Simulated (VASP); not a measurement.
Runs of VASP 6.6.1 on RbCl. The structure is that of space group Fm-3m (No. 225), or close to it. The cells are those of the table. 

| cell | gap on the mesh (eV) | pressure (GPa) |
| --- | --- | --- |
| a = 4.552 Å, angles 60.0°, 2 atoms | 5.22 | (a) |
| a = 4.470 Å, angles 60.0°, 2 atoms | 5.41 | (d) |
| a = 4.780 Å, angles 60.0°, 2 atoms | 4.75 | -0.4 |
| a = 4.743 Å, angles 60.0°, 2 atoms | 4.82 | (c) |
| a = 4.668 Å, angles 60.0°, 2 atoms | 4.97 | 0.7 |
| a = 4.630 Å, angles 60.0°, 2 atoms | 5.05 | 1.2 |
| a = 4.706 Å, angles 60.0°, 2 atoms | 4.89 | 0.3 |
| a = 4.591 Å, angles 60.0°, 2 atoms | 5.13 | (b) |
| a = 4.511 Å, angles 60.0°, 2 atoms | 5.31 | 3.0 |

Alike in all rows: task single point; level PBE; potentials or basis VASP PAW PBE potentials, release 64 (Rb_sv, Cl); no spin polarisation; k mesh 5 × 5 × 5; cutoff (eV) 500; smearing gaussian 0.01 eV.

Question: Estimate the missing entries.

Answer: (a) 2.3; (b) 1.7; (c) -0.1; (d) 3.8.

A k mesh can miss the band edges, and the runs leave out spin-orbit coupling on Rb.
